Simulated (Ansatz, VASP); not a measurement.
One calculation of Rh, two programs

INCAR

```
  PREC = Accurate
  ENCUT = 500
  EDIFF = 1E-6
  ISMEAR = 0
  SIGMA = 0.15
  LREAL = False
  LASPH = True
  NELM = 120
  ALGO = Normal
  ISIF = 2
  LWAVE = False
  LCHARG = False
  GGA = PS
  NBANDS = 54
  GGA_COMPAT = False
```

File KPOINTS:

```
Automatic mesh
0
Gamma
  20 20 4
```

Contents of POSCAR:

```
Rh
1.0
    1.9015500000     -1.9015500000      0.0000000000
    1.9015500000      0.0000000000     -1.9015500000
    9.3382508076      9.3382508076      9.3382508076
Rh
6
Direct
    0.6666666667      0.6666666667      0.0678631623
    0.0000000000      0.0000000000      0.7466305386
    0.3333333333      0.3333333333      0.2036166375
    0.6666666667      0.6666666667      0.4751235881
    0.0000000000      0.0000000000      0.3393701128
    0.3333333333      0.3333333333      0.6108770633
```

Input for Ansatz:

```yaml
crystal:
  lattice:
    - [1.90155, -1.90155, 0.0]
    - [1.90155, 0.0, -1.90155]
    - [9.3382508076, 9.3382508076, 9.3382508076]
  atoms:
    - { symbol: Rh, position: [0.6666666667, 0.6666666667, 0.0678631623] }
    - { symbol: Rh, position: [0.0, 0.0, 0.7466305386] }
    - { symbol: Rh, position: [0.3333333333, 0.3333333333, 0.2036166375] }
    - { symbol: Rh, position: [0.6666666667, 0.6666666667, 0.4751235881] }
    - { symbol: Rh, position: [0.0, 0.0, 0.3393701128] }
    - { symbol: Rh, position: [0.3333333333, 0.3333333333, 0.6108770633] }
basis:
  ecutwfc: 420
kpoints:
  mp_grid: { grid: [20, 20, 4] }
hamiltonian:
  xc: pbesol
scf:
  occupations: { method: gaussian, width: 0.15 }
output:
  forces: true
  stress: true
  eigenvalues: true
```

Alike in both runs: task single point; functional PBEsol; k mesh 20 × 20 × 4; occupations gaussian, width 0.15 eV; no spin polarisation.

```csv
,VASP,Ansatz
version,VASP 6.6.1,Ansatz 0.2.0
potentials or method,"VASP PAW PBE potentials, release 64 (Rh_pv), cutoff 500 eV","scalar-relativistic, plane waves, PAW"
valence electrons in the cell,90,102
```

VASP gave:

| Property | Result |
| --- | --- |
| gap on the k mesh at the Fermi level (eV) | none |
| pressure (GPa) | -8.1 |
| traceless stress, the component that is largest in VASP (GPa) | 0.62 |
| rms of the force components (eV/Å) | 0.194 |

Estimate Ansatz's values.

gap on the k mesh at the Fermi level (eV): none; pressure (GPa): -8.0; traceless stress, the component that is largest in VASP (GPa): 0.62; rms of the force components (eV/Å): 0.193.

VASP's potentials were made for PBE, not for PBEsol. Atom by atom the forces differ by 0.002 eV/Å (rms over components). A gap of «none» marks a metal or a gap that the smearing closes. VASP's potentials hold 90 valence electrons a cell and Ansatz's 102, so a difference there can come from the potentials and not from the codes.
